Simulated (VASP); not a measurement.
# BaTe (P6_3/mmc) in VASP: further runs, part 2 of 3

VASP 6.6.1. Earlier steps stand in the parts before.

### Step 5. Single point, PBEsol (volume scaled by 1.020)

Contents of INCAR:

```
PREC = Accurate ; ENCUT = 520
EDIFF = 1E-6 ; ISMEAR = 0
SIGMA = 0.05 ; LREAL = F
LASPH = T ; NELM = 80
ALGO = Normal ; ISIF = 2
LWAVE = F ; LCHARG = F
GGA = PS ; NBANDS = 24
```

Contents of KPOINTS:

```
Automatic mesh
0
Gamma
  8 8 4
```

Contents of POSCAR:

```
BaTe
1.0
    4.8407692719      0.0000000000      0.0000000000
   -2.4203846360      4.1922291633      0.0000000000
    0.0000000000      0.0000000000      8.5151263331
Ba Te
2 2
Direct
    0.0000000000      0.0000000000      0.0000000000
    0.0000000000      0.0000000000      0.5000000000
    0.3333333333      0.6666666667      0.2500000000
    0.6666666667      0.3333333333      0.7500000000
```

Potentials or basis: VASP PAW PBE potentials, release 64 (Ba_sv, Te).

Command:

```sh
$ cat potpaw_PBE.64/Ba_sv/POTCAR potpaw_PBE.64/Te/POTCAR > POTCAR
$ mpirun -np 1 vasp_std > vasp.out
```

OUTCAR:

```text
PREC = Accurate
   ENCUT = 520
   EDIFF = 1E-6
   ISMEAR = 0
   LREAL = F
   LASPH = T
   NELM = 80
   ISIF = 2
   GGA = PS

 ion  position               nearest neighbor table
   1  0.000  0.000  0.000-   3 3.51   4 3.51   4 3.51   3 3.51   4 3.51   3 3.51   2 4.26   2 4.26

   2  0.000  0.000  0.500-   3 3.51   4 3.51   4 3.51   3 3.51   4 3.51   3 3.51   1 4.26   1 4.26

   3  0.333  0.667  0.250-   1 3.51   2 3.51   1 3.51   2 3.51   1 3.51   2 3.51
   4  0.667  0.333  0.750-   1 3.51   2 3.51   1 3.51   2 3.51   1 3.51   2 3.51

  LATTYP: Found a hexagonal cell.
 ALAT       =     4.8407692719
 C/A-ratio  =     1.7590440392

  Lattice vectors:

 A1 = (   4.8407692719,   0.0000000000,   0.0000000000)
 A2 = (  -2.4203846360,   4.1922291633,   0.0000000000)
 A3 = (   0.0000000000,   0.0000000000,   8.5151263331)

Analysis of symmetry for initial positions (statically):
=====================================================================
 Subroutine PRICEL returns:
 Original cell was already a primitive cell.

 Routine SETGRP: Setting up the symmetry group for a
 hexagonal supercell.

 Subroutine GETGRP returns: Found 24 space group operations
 (whereof 12 operations were pure point group operations)
 out of a pool of 24 trial point group operations.

The static configuration has the point symmetry D_3d.
 The point group associated with its full space group is D_6h.

Analysis of symmetry for dynamics (positions and initial velocities):
=====================================================================
 Subroutine PRICEL returns:
 Original cell was already a primitive cell.

 Routine SETGRP: Setting up the symmetry group for a
 hexagonal supercell.

 Subroutine GETGRP returns: Found 24 space group operations
 (whereof 12 operations were pure point group operations)
 out of a pool of 24 trial point group operations.

The dynamic configuration has the point symmetry D_3d.
 The point group associated with its full space group is D_6h.

 Subroutine INISYM returns: Found 24 space group operations
 (whereof 12 operations are pure point group operations),
 and found     1 'primitive' translations

----------------------------------------------------------------------------------------

                                     Primitive cell

  volume of cell :     172.8027

  direct lattice vectors                    reciprocal lattice vectors
     4.840769272  0.000000000  0.000000000     0.206578737  0.119268289  0.000000000
    -2.420384636  4.192229163  0.000000000     0.000000000  0.238536578  0.000000000
     0.000000000  0.000000000  8.515126333     0.000000000  0.000000000  0.117438070

  length of vectors
     4.840769272  4.840769272  8.515126333     0.238536578  0.238536578  0.117438070

  position of ions in fractional coordinates (direct lattice)
     0.000000000  0.000000000  0.000000000
     0.000000000  0.000000000  0.500000000
     0.333333333  0.666666667  0.250000000
     0.666666667  0.333333333  0.750000000

  ion indices of the primitive-cell ions
   primitive index   ion index
                 1           1
                 2           2
                 3           3
                 4           4

----------------------------------------------------------------------------------------

 KPOINTS: Automatic mesh

Automatic generation of k-mesh.
 Grid dimensions read from file:
 generate k-points for:    8    8    4

 Generating k-lattice:

  Cartesian coordinates                     Fractional coordinates (reciprocal lattice)
     0.025822342  0.014908536  0.000000000     0.125000000  0.000000000  0.000000000
     0.000000000  0.029817072  0.000000000     0.000000000  0.125000000  0.000000000
     0.000000000  0.000000000  0.029359517     0.000000000  0.000000000  0.250000000

  Length of vectors
     0.029817072  0.029817072  0.029359517

  Shift w.r.t. Gamma in fractional coordinates (k-lattice)
     0.000000000  0.000000000  0.000000000

 Subroutine IBZKPT returns following result:
 ===========================================

 Found     30 irreducible k-points:

 Following reciprocal coordinates:
            Coordinates               Weight
  0.000000  0.000000  0.000000      1.000000
  0.125000 -0.000000  0.000000      6.000000
  0.250000 -0.000000  0.000000      6.000000
  0.375000 -0.000000  0.000000      6.000000
  0.500000 -0.000000  0.000000      3.000000
  0.125000  0.125000  0.000000      6.000000
[... 16 lines left out ...]
  0.250000 -0.000000  0.500000      6.000000
  0.375000 -0.000000  0.500000      6.000000
 [... further k-points ...]
   k-points           NKPTS =     30   k-points in BZ     NKDIM =     30   number of bands    NBANDS=     24
   number of dos      NEDOS =    301   number of ions     NIONS =      4
   total plane-waves  NPLWV =  82944
   dimension x,y,z NGX =    36 NGY =   36 NGZ =   64
   dimension x,y,z NGXF=    72 NGYF=   72 NGZF=  128
   ions per type =               2   2
   NGX,Y,Z   is equivalent  to a cutoff of  12.36, 12.36, 12.50 a.u.
   NGXF,Y,Z  is equivalent  to a cutoff of  24.73, 24.73, 24.99 a.u.
 SYSTEM =  unknown system
   PREC   = accura    normal or accurate (medium, high low for compatibility)
   ISTART =      0    job   : 0-new  1-cont  2-samecut
   ICHARG =      2    charge: 1-file 2-atom 10-const
   ISPIN  =      1    spin polarized calculation?
   LNONCOLLINEAR =      F non collinear calculations
   LSORBIT =      F    spin-orbit coupling
   LASPH  =      T    aspherical Exc in radial PAW
   ENCUT  =  520.0 eV  38.22 Ry    6.18 a.u.   9.00  9.00 15.83*2*pi/ulx,y,z
   NELM   =     80;   NELMIN=  2; NELMDL= -5     # of ELM steps
   EDIFF  = 0.1E-05   stopping-criterion for ELM
   LREAL  =      F    real-space projection
   EDIFFG = 0.1E-04   stopping-criterion for IOM
   NSW    =      0    number of steps for IOM
   IBRION =     -1    ionic relax: 0-MD 1-quasi-New 2-CG
   NFREE  =      0    steps in history (QN), initial steepest desc. (CG)
   ISIF   =      2    stress and relaxation
   ISYM   =      2    0-nonsym 1-usesym 2-fastsym
   POTIM  = 0.5000    time-step for ionic-motion
   TEBEG  =    0.0;   TEEND  =   0.0 temperature during run
   PSTRESS=    0.0 pullay stress
   NELECT =      32.0000    total number of electrons
   NUPDOWN=      -1.0000    fix difference up-down
   EMIN   =  10.00;   EMAX   =-10.00  energy-range for DOS
   EFERMI =   0.00;   METHOD = LEGACY
   ISMEAR =     0;   SIGMA  =   0.05  broadening in eV -4-tet -1-fermi 0-gaus
   EFERMI_NEDOS =   21; number of points for ismear=-14 and -15
   IALGO  =     38    algorithm
   IMIX   =      4    mixing-type and parameters
     AMIX     =   0.40;   BMIX     =  1.00
     AMIX_MAG =   1.60;   BMIX_MAG =  1.00
  volume/ion in A,a.u.               =      43.20       291.53
  Fermi-wavevector in a.u.,A,eV,Ry     =   0.933128  1.763357 11.846978  0.870728
  Thomas-Fermi vector in A             =   2.059798
   LORBIT       =      0    0 simple, 1 ext, 2 COOP (PROOUT), +10 PAW based schemes
   GGA     = PS    functional components
   LHFCALC =     F    Hartree Fock is set to
   AEXX    =    0.0000 exact exchange contribution
   IVDW    =     0    specifies the selected vdW correction
   LEPSILON=     F    determine dielectric tensor
   LRPA    =     F    only Hartree local field effects (RPA)
 non-spin polarized calculation
 Gauss-broadening in eV      SIGMA  =   0.05
  energy-cutoff  :      520.00
  volume of cell :      172.80
 maximum number of plane-waves:      4686
 NGX is ok and might be reduce to    36
   NGX = 17   NGY = 17   NGZ = 31

 number of electron      32.0000000 magnetization

 Free energy of the ion-electron system (eV)
  ---------------------------------------------------
  ext. energy  EPLUGINS =         0.00000000
  ---------------------------------------------------
  free energy    TOTEN  =       -18.07155845 eV

  energy without entropy =      -18.07155845  energy(sigma->0) =      -18.07155845

 E-fermi :   2.4886     XC(G=0):  -8.3637

 val. band max:        2.2268926128   @ k =   0.0000   0.0000   0.0000
 cond. band min:       3.7563934594   @ k =   0.5000  -0.0000   0.0000
 fundamental gap:      1.5295008467
 Fermi energy:         2.4886152384

 k-point     1 :       0.0000    0.0000    0.0000
  band No.  band energies     occupation
      1     -24.9775      2.00000
      2     -24.9493      2.00000
      3     -10.6525      2.00000
      4     -10.1184      2.00000
      5     -10.1184      2.00000
      6     -10.0630      2.00000
[... 637 lines left out ...]
     23       7.1858      0.00000
     24       7.1858      0.00000

 [... further k-points ...]
[... 5 lines left out ...]
  --------------------------------------------------------------------------------------
  -------------------------------------------------------------------------------------
  Total       -0.2359146     -0.2359146     -0.2422608      0.0000000      0.0000000      0.0000000
  in kB       -2.1873334     -2.1873334     -2.2461728      0.0000000      0.0000000      0.0000000
  external PRESSURE =      -2.2069465 kB  Pullay stress =       0.0000000 kB

 VOLUME and BASIS-vectors are now :
 -----------------------------------------------------------------------------
  energy-cutoff  :      520.00
  volume of cell :      172.80
      direct lattice vectors                 reciprocal lattice vectors
     4.840769272  0.000000000  0.000000000     0.206578737  0.119268289  0.000000000
    -2.420384636  4.192229163  0.000000000     0.000000000  0.238536578  0.000000000
     0.000000000  0.000000000  8.515126333     0.000000000  0.000000000  0.117438070

 POSITION                                       TOTAL-FORCE (eV/Angst)
 -----------------------------------------------------------------------------------
      0.00000      0.00000      0.00000         0.000000      0.000000     -0.000000
      0.00000      0.00000      4.25756         0.000000      0.000000     -0.000000
     -0.00000      2.79482      2.12878        -0.000000     -0.000000      0.000000
      2.42038      1.39741      6.38634         0.000000     -0.000000      0.000000
 -----------------------------------------------------------------------------------
    total drift:                               -0.000000      0.000000     -0.000000

  FREE ENERGIE OF THE ION-ELECTRON SYSTEM (eV)
  ---------------------------------------------------
  free  energy   TOTEN  =       -18.0715584519 eV

  energy  without entropy=      -18.0715584519  energy(sigma->0) =      -18.07155845
```

Run time: 1.7 min. Hardware: 1 thread of AMD EPYC 7R43 (Zen 3), shared host; peak memory 0.3 GiB.

Results:

```yaml
Free_energy: -18.0716 eV
Pressure: -0.2 GPa
Band_gap_on_the_k_mesh: 1.53 eV, indirect (least direct gap 1.58 eV)
```

Levels at points of the mesh, in eV from the valence-band top:
```csv
k point,band 14,band 15,band 16,band 17,band 18,band 19
"(0.00, 0.00, 0.00)",-0.26,0.00,0.00,1.58,2.69,2.99
"(0.50, 0.00, 0.00)",-1.11,-0.78,-0.38,1.53,2.87,4.47
"(0.00, 0.00, 0.50)",-0.61,-0.61,-0.61,2.91,2.91,3.52
"(0.50, 0.00, 0.50)",-1.05,-0.81,-0.81,2.36,2.36,4.11
```

Caveat: the PAW data sets were made with another functional, which shifts forces and pressure a little; spin-orbit coupling is left out, which moves the levels of the heavy elements.

(Continued in part 3 of 3.)
